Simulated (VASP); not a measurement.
KTaO3:

```
Ta K O
1.0
     3.98830    0.00000    0.00000
     0.00000    3.98830    0.00000
     0.00000    0.00000    3.98830
Ta K O
1 1 3
Direct
  0.00000 0.00000 0.00000
  0.50000 0.50000 0.50000
  0.00000 0.00000 0.50000
  0.00000 0.50000 0.00000
  0.50000 0.00000 0.00000
```

```yaml
Program: VASP 6.6.1
Task: relaxation of cell and atoms
Functional: BLYP
Dispersion: D4
Potentials_or_basis: VASP PAW PBE potentials, release 64 (Ta_sv_GW, K_sv, O)
Cutoff: 700 eV
k_mesh: 7 × 7 × 7
Occupations: fermi-dirac, width 0.05 eV
Spin: no spin polarisation
```

At the start: pressure 6.9 GPa; volume 12.69 Å³/atom.

Problem. Where does the relaxation end?

Solution. Over 3 steps the energy falls by 9.2 meV/atom and the volume is 13.13 Å³/atom (+3.5 %); space group Pm-3m (No. 221, to 0.1 Å) before and after.

The path:
| step | energy change (eV) | largest force (eV/Å) | pressure (GPa) | volume (Å³) |
| --- | --- | --- | --- | --- |
| 1 | 0.0000 | 0.0000 | 6.90 | 63.44 |
| 2 | 0.0252 | 0.0000 | -7.45 | 68.59 |
| 3 | -0.0460 | 0.0000 | -0.08 | 65.67 |

Final structure:
```cif
data_structure
_symmetry_space_group_name_H-M 'P 1'
_symmetry_Int_Tables_number 1
_cell_length_a 4.0344
_cell_length_b 4.0344
_cell_length_c 4.0344
_cell_angle_alpha 90.000
_cell_angle_beta 90.000
_cell_angle_gamma 90.000
_cell_volume 65.67
loop_
_atom_site_label
_atom_site_type_symbol
_atom_site_fract_x
_atom_site_fract_y
_atom_site_fract_z
_atom_site_occupancy
Ta1 Ta 0.00000 0.00000 0.00000 1
K1 K 0.50000 0.50000 0.50000 1
O1 O 0.00000 0.00000 0.50000 1
O2 O 0.00000 0.50000 0.00000 1
O3 O 0.50000 0.00000 0.00000 1
```

Caveat: the PAW data sets were made with another functional, which shifts forces and pressure a little.
